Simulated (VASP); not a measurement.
# KCl (rocksalt type) (Fm-3m) in VASP: further runs, part 2 of 2

VASP 6.6.1.

**3. Single point, PBE**

This run uses another cell than the first one, of 32.45 Å³/atom, 1.020 times its volume.

The input, INCAR:

```
SYSTEM = KCl
PREC     = Accurate       ! precision mode
ENCUT    = 520            ! plane-wave cutoff, eV
EDIFF    = 1E-6           ! SCF threshold, eV
ISMEAR   = -1             ! smearing method
SIGMA    = 0.05           ! smearing width, eV
LREAL    = .FALSE.        ! projectors in reciprocal space
LASPH    = .TRUE.         ! aspherical terms in the spheres
NELM     = 60             ! most SCF steps
ALGO     = Normal         ! electronic algorithm
ISIF     = 2              ! what is computed and relaxed
LWAVE    = .FALSE.        ! write WAVECAR
LCHARG   = .FALSE.        ! write CHGCAR
GGA      = PE             ! functional
NBANDS   = 15             ! bands
```

The input, KPOINTS:

```
Automatic mesh
0
G
  13 13 13
  0 0 0
```

The input, POSCAR:

```
KCl
1.0
    0.0000000000      3.1894571296      3.1894571296
    3.1894571296      0.0000000000      3.1894571296
    3.1894571296      3.1894571296      0.0000000000
K Cl
1 1
Direct
    0.0000000000      0.0000000000      0.0000000000
    0.5000000000      0.5000000000      0.5000000000
```

Potentials or basis: VASP PAW PBE potentials, release 64 (K_sv, Cl).

Launch:

```console
$ cat potpaw_PBE.64/K_sv/POTCAR potpaw_PBE.64/Cl/POTCAR > POTCAR
$ mpirun -np 1 vasp_std > vasp.out
```

OUTCAR:

```text
SYSTEM = KCl
   PREC = Accurate
   ENCUT = 520
   EDIFF = 1E-6
   ISMEAR = -1
   LREAL = .FALSE.
   LASPH = .TRUE.
   NELM = 60
   ISIF = 2
   GGA = PE

 ion  position               nearest neighbor table
   1  0.000  0.000  0.000-   2 3.19   2 3.19   2 3.19   2 3.19   2 3.19   2 3.19
   2  0.500  0.500  0.500-   1 3.19   1 3.19   1 3.19   1 3.19   1 3.19   1 3.19

  LATTYP: Found a face centered cubic cell.
 ALAT       =     6.3789142592

  Lattice vectors:

 A1 = (   0.0000000000,   3.1894571296,   3.1894571296)
 A2 = (   3.1894571296,   0.0000000000,   3.1894571296)
 A3 = (   3.1894571296,   3.1894571296,   0.0000000000)

Analysis of symmetry for initial positions (statically):
=====================================================================
 Subroutine PRICEL returns:
 Original cell was already a primitive cell.

 Routine SETGRP: Setting up the symmetry group for a
 face centered cubic supercell.

 Subroutine GETGRP returns: Found 48 space group operations
 (whereof 48 operations were pure point group operations)
 out of a pool of 48 trial point group operations.

The static configuration has the point symmetry O_h .

Analysis of symmetry for dynamics (positions and initial velocities):
=====================================================================
 Subroutine PRICEL returns:
 Original cell was already a primitive cell.

 Routine SETGRP: Setting up the symmetry group for a
 face centered cubic supercell.

 Subroutine GETGRP returns: Found 48 space group operations
 (whereof 48 operations were pure point group operations)
 out of a pool of 48 trial point group operations.

The dynamic configuration has the point symmetry O_h .

 Subroutine INISYM returns: Found 48 space group operations
 (whereof 48 operations are pure point group operations),
 and found     1 'primitive' translations

----------------------------------------------------------------------------------------

                                     Primitive cell

[... 120 lines left out ...]
   LRPA    =     F    only Hartree local field effects (RPA)
 non-spin polarized calculation
  energy-cutoff  :      520.00
  volume of cell :       64.89
 maximum number of plane-waves:      1807
 NGX is ok and might be reduce to    36
   NGX = 17   NGY = 17   NGZ = 17

 number of electron      15.9999998 magnetization

 Free energy of the ion-electron system (eV)
  ---------------------------------------------------
  ext. energy  EPLUGINS =         0.00000000
  ---------------------------------------------------
  free energy    TOTEN  =        -6.81095139 eV

  energy without entropy =       -6.81095139  energy(sigma->0) =       -6.81095139

 E-fermi :  -0.9410     XC(G=0):  -7.3743

 val. band max:       -1.9990053087   @ k =   0.0000   0.0000   0.0000
 cond. band min:       3.0504370590   @ k =   0.0000   0.0000   0.0000
 fundamental gap:      5.0494423677
 Fermi energy:        -0.9409754744

 k-point     1 :       0.0000    0.0000    0.0000
  band No.  band energies     occupation
      1     -29.2984      2.00000
      2     -14.0725      2.00000
      3     -12.7583      2.00000
      4     -12.7583      2.00000
      5     -12.7583      2.00000
      6      -1.9990      2.00000
      7      -1.9990      2.00000
      8      -1.9990      2.00000
      9       3.0504      0.00000
     10       6.3556      0.00000
     11       6.3556      0.00000
     12       6.3556      0.00000
     13       7.2101      0.00000
     14       7.2101      0.00000
[... 401 lines left out ...]
      2     -14.1890      2.00000
      3     -12.7830      2.00000
      4     -12.7764      2.00000
      5     -12.6023      2.00000
      6      -2.8327      2.00000
      7      -2.3231      2.00000
      8      -2.2575      2.00000
      9       5.4534      0.00000
     10       6.0666      0.00000
     11       8.0873      0.00000
     12       8.4892      0.00000
     13       8.5264      0.00000
     14       8.7247      0.00000
     15       9.7026      0.00000

 [... further k-points ...]

------------------------ aborting loop because EDIFF is reached ----------------------------------------

  FORCE on cell =-STRESS in cart. coord.  units (eV):
  Direction    XX          YY          ZZ          XY          YZ          ZX
  --------------------------------------------------------------------------------------
  -------------------------------------------------------------------------------------
  Total        0.0158335      0.0158335      0.0158335      0.0000000      0.0000000      0.0000000
  in kB        0.3909365      0.3909365      0.3909365      0.0000000      0.0000000      0.0000000
  external PRESSURE =       0.3909365 kB  Pullay stress =       0.0000000 kB

 VOLUME and BASIS-vectors are now :
 -----------------------------------------------------------------------------
  energy-cutoff  :      520.00
  volume of cell :       64.89
      direct lattice vectors                 reciprocal lattice vectors
     0.000000000  3.189457130  3.189457130    -0.156766490  0.156766490  0.156766490
     3.189457130  0.000000000  3.189457130     0.156766490 -0.156766490  0.156766490
     3.189457130  3.189457130  0.000000000     0.156766490  0.156766490 -0.156766490

 POSITION                                       TOTAL-FORCE (eV/Angst)
 -----------------------------------------------------------------------------------
      0.00000      0.00000      0.00000        -0.000000      0.000000      0.000000
      3.18946      3.18946      3.18946         0.000000     -0.000000     -0.000000
 -----------------------------------------------------------------------------------
    total drift:                                0.000000      0.000000      0.000000

  FREE ENERGIE OF THE ION-ELECTRON SYSTEM (eV)
  ---------------------------------------------------
  free  energy   TOTEN  =        -6.8109513858 eV

  energy  without entropy=       -6.8109513857  energy(sigma->0) =       -6.81095139
```

stdout:

```text
POSCAR found type information on POSCAR K Cl
 POSCAR found :  2 types and       2 ions
 scaLAPACK will be used
 LDA part: xc-table for (Slater+PW92), standard interpolation
 POSCAR, INCAR and KPOINTS ok, starting setup
 FFT: planning ... GRIDC
 FFT: planning ... GRID_SOFT
 FFT: planning ... GRID
 WAVECAR not read
 entering main loop
```

Run time: 57 s. Hardware: 1 thread of AMD EPYC 9R14 (Zen 4), shared host; peak memory 0.21 GiB.

Results:

| Property | Result |
| --- | --- |
| Free energy | -6.8110 eV |
| Pressure | 0.0 GPa |
| Band gap on the k mesh | 5.05 eV, direct |

Levels at points of the mesh, in eV from the valence-band top:
| k point | band 4 | band 5 | band 6 | band 7 | band 8 | band 9 | band 10 | band 11 | band 12 | band 13 |
| --- | --- | --- | --- | --- | --- | --- | --- | --- | --- | --- |
| (0.00, 0.00, 0.00) | -10.76 | -10.76 | 0.00 | 0.00 | 0.00 | 5.05 | 8.35 | 8.35 | 8.35 | 9.21 |

**4. Single point, PBE**

This run uses another cell than the first one, of 32.45 Å³/atom, 1.020 times its volume.

The input, INCAR:

```
  PREC = Accurate
  ENCUT = 520
  EDIFF = 1E-6
  ISMEAR = -1
  SIGMA = 0.05
  LREAL = False
  LASPH = True
  NELM = 80
  ALGO = Normal
  ISIF = 2
  LWAVE = False
  LCHARG = True
  GGA = PE
  LELF = True
  LVHAR = True
  NBANDS = 15
```

The input, KPOINTS:

```
Automatic mesh
0
Gamma
  13 13 13
```

POSCAR is that of step 3.

Launch:

```console
$ cat potpaw_PBE.64/K_sv/POTCAR potpaw_PBE.64/Cl/POTCAR > POTCAR
$ mpirun -np 1 vasp_std > vasp.out
```

It took 60 s on 1 thread of AMD EPYC 9R14 (Zen 4), shared host; peak memory 0.21 GiB.

Results (log left out):

| Item | Value |
| --- | --- |
| Free energy | -6.8110 eV |
| Pressure | 0.0 GPa |
| Band gap on the k mesh | 5.05 eV, direct |

Levels at points of the mesh, in eV from the valence-band top:
| k point | band 4 | band 5 | band 6 | band 7 | band 8 | band 9 | band 10 | band 11 | band 12 | band 13 |
| --- | --- | --- | --- | --- | --- | --- | --- | --- | --- | --- |
| (0.00, 0.00, 0.00) | -10.76 | -10.76 | 0.00 | 0.00 | 0.00 | 5.05 | 8.35 | 8.35 | 8.35 | 9.21 |

**5. Single point, PBE (volume scaled by 1.02)**

The input, INCAR:

```
PREC = Accurate
ENCUT = 520
EDIFF = 1E-6
ISMEAR = -1
SIGMA = 0.05
LREAL = F
LASPH = T
NELM = 80
ALGO = Normal
ISIF = 2
LWAVE = F
LCHARG = F
GGA = PE
NBANDS = 15
```

The input, KPOINTS:

```
regular mesh
0
Gamma
  13 13 13
```

The input, POSCAR:

```
KCl
1.0
    0.0000000000      3.2105799778      3.2105799778
    3.2105799778      0.0000000000      3.2105799778
    3.2105799778      3.2105799778      0.0000000000
K Cl
1 1
Direct
    0.0000000000      0.0000000000      0.0000000000
    0.5000000000      0.5000000000      0.5000000000
```

Potentials or basis: VASP PAW PBE potentials, release 64 (K_sv, Cl).

Launch:

```console
$ cat potpaw_PBE.64/K_sv/POTCAR potpaw_PBE.64/Cl/POTCAR > POTCAR
$ mpirun -np 1 vasp_std > vasp.out
```

OUTCAR:

```text
PREC = Accurate
   ENCUT = 520
   EDIFF = 1E-6
   ISMEAR = -1
   LREAL = F
   LASPH = T
   NELM = 80
   ISIF = 2
   GGA = PE

 ion  position               nearest neighbor table
   1  0.000  0.000  0.000-   2 3.21   2 3.21   2 3.21   2 3.21   2 3.21   2 3.21
   2  0.500  0.500  0.500-   1 3.21   1 3.21   1 3.21   1 3.21   1 3.21   1 3.21

  LATTYP: Found a face centered cubic cell.
 ALAT       =     6.4211599556

  Lattice vectors:

 A1 = (   0.0000000000,   3.2105799778,   3.2105799778)
 A2 = (   3.2105799778,   0.0000000000,   3.2105799778)
 A3 = (   3.2105799778,   3.2105799778,   0.0000000000)

Analysis of symmetry for initial positions (statically):
=====================================================================
 Subroutine PRICEL returns:
 Original cell was already a primitive cell.

 Routine SETGRP: Setting up the symmetry group for a
 face centered cubic supercell.

 Subroutine GETGRP returns: Found 48 space group operations
 (whereof 48 operations were pure point group operations)
 out of a pool of 48 trial point group operations.

The static configuration has the point symmetry O_h .

Analysis of symmetry for dynamics (positions and initial velocities):
=====================================================================
 Subroutine PRICEL returns:
 Original cell was already a primitive cell.

 Routine SETGRP: Setting up the symmetry group for a
 face centered cubic supercell.

 Subroutine GETGRP returns: Found 48 space group operations
 (whereof 48 operations were pure point group operations)
 out of a pool of 48 trial point group operations.

The dynamic configuration has the point symmetry O_h .

 Subroutine INISYM returns: Found 48 space group operations
 (whereof 48 operations are pure point group operations),
 and found     1 'primitive' translations

[... 116 lines left out ...]
  Fermi-wavevector in a.u.,A,eV,Ry     =   1.019815  1.927171 14.150363  1.040022
  Thomas-Fermi vector in A             =   2.153350
   LORBIT       =      0    0 simple, 1 ext, 2 COOP (PROOUT), +10 PAW based schemes
   GGA     = PE    functional components
   LHFCALC =     F    Hartree Fock is set to
   AEXX    =    0.0000 exact exchange contribution
   IVDW    =     0    specifies the selected vdW correction
   LEPSILON=     F    determine dielectric tensor
   LRPA    =     F    only Hartree local field effects (RPA)
 non-spin polarized calculation
  energy-cutoff  :      520.00
  volume of cell :       66.19
 maximum number of plane-waves:      1810
 NGX is ok and might be reduce to    36
   NGX = 17   NGY = 17   NGZ = 17

 number of electron      15.9999998 magnetization

 Free energy of the ion-electron system (eV)
  ---------------------------------------------------
  ext. energy  EPLUGINS =         0.00000000
  ---------------------------------------------------
  free energy    TOTEN  =        -6.81029719 eV

  energy without entropy =       -6.81029719  energy(sigma->0) =       -6.81029719

 E-fermi :  -0.9486     XC(G=0):  -7.2953

 val. band max:       -2.0715759171   @ k =   0.0000   0.0000   0.0000
 cond. band min:       2.9131428183   @ k =   0.0000   0.0000   0.0000
 fundamental gap:      4.9847187353
 Fermi energy:        -0.9486059482

 k-point     1 :       0.0000    0.0000    0.0000
  band No.  band energies     occupation
      1     -29.4218      2.00000
      2     -14.1249      2.00000
      3     -12.8812      2.00000
      4     -12.8812      2.00000
      5     -12.8812      2.00000
      6      -2.0716      2.00000
      7      -2.0716      2.00000
      8      -2.0716      2.00000
      9       2.9131      0.00000
     10       6.2679      0.00000
     11       6.2679      0.00000
     12       6.2679      0.00000
     13       7.1119      0.00000
     14       7.1119      0.00000
[... 401 lines left out ...]
      2     -14.2377      2.00000
      3     -12.9042      2.00000
      4     -12.8982      2.00000
      5     -12.7309      2.00000
      6      -2.8791      2.00000
      7      -2.3827      2.00000
      8      -2.3193      2.00000
      9       5.3234      0.00000
     10       5.9333      0.00000
     11       7.9461      0.00000
     12       8.3478      0.00000
     13       8.3607      0.00000
     14       8.5898      0.00000
     15       9.5270      0.00000

 [... further k-points ...]
[... 5 lines left out ...]
  --------------------------------------------------------------------------------------
  -------------------------------------------------------------------------------------
  Total       -0.1130466     -0.1130466     -0.1130466      0.0000000     -0.0000000     -0.0000000
  in kB       -2.7364496     -2.7364496     -2.7364496      0.0000000     -0.0000000     -0.0000000
  external PRESSURE =      -2.7364496 kB  Pullay stress =       0.0000000 kB

 VOLUME and BASIS-vectors are now :
 -----------------------------------------------------------------------------
  energy-cutoff  :      520.00
  volume of cell :       66.19
      direct lattice vectors                 reciprocal lattice vectors
     0.000000000  3.210579978  3.210579978    -0.155735102  0.155735102  0.155735102
     3.210579978  0.000000000  3.210579978     0.155735102 -0.155735102  0.155735102
     3.210579978  3.210579978  0.000000000     0.155735102  0.155735102 -0.155735102

 POSITION                                       TOTAL-FORCE (eV/Angst)
 -----------------------------------------------------------------------------------
      0.00000      0.00000      0.00000         0.000000      0.000000      0.000000
      3.21058      3.21058      3.21058        -0.000000     -0.000000     -0.000000
 -----------------------------------------------------------------------------------
    total drift:                                0.000000      0.000000      0.000000

  FREE ENERGIE OF THE ION-ELECTRON SYSTEM (eV)
  ---------------------------------------------------
  free  energy   TOTEN  =        -6.8102971867 eV

  energy  without entropy=       -6.8102971867  energy(sigma->0) =       -6.81029719
```

stdout:

```text
POSCAR found type information on POSCAR K Cl
 POSCAR found :  2 types and       2 ions
 scaLAPACK will be used
 LDA part: xc-table for (Slater+PW92), standard interpolation
 POSCAR, INCAR and KPOINTS ok, starting setup
 FFT: planning ... GRIDC
 FFT: planning ... GRID_SOFT
 FFT: planning ... GRID
 WAVECAR not read
 entering main loop
```

Wall time 58 s (1 thread of AMD EPYC 9R14 (Zen 4), shared host); peak memory 0.21 GiB.

What came out:

| Item | Value |
| --- | --- |
| Free energy | -6.8103 eV |
| Pressure | -0.3 GPa |
| Band gap on the k mesh | 4.98 eV, direct |

Levels at points of the mesh, in eV from the valence-band top:
```tsv
k point	band 5	band 6	band 7	band 8	band 9	band 10	band 11	band 12
(0.00, 0.00, 0.00)	-10.81	0.00	0.00	0.00	4.98	8.34	8.34	8.34
```

Caveat: the cell differs from its parent crystal (volume scaled by 1.02). A k mesh can miss the band edges.

**6. Overview**

```tsv
cell	gap on the mesh (eV)	pressure (GPa)
a = 4.480 Å, angles 60.0°, 2 atoms	5.12	0.4
a = 4.511 Å, angles 60.0°, 2 atoms	5.05	0.0
a = 4.540 Å, angles 60.0°, 2 atoms	4.98	-0.3
```

Alike in all rows: task single point; level PBE; potentials or basis VASP PAW PBE potentials, release 64 (K_sv, Cl); no spin polarisation; k mesh 13 × 13 × 13; cutoff (eV) 520; smearing fermi-dirac 0.05 eV.

Absolute energies hang on the potentials; compare differences alone.
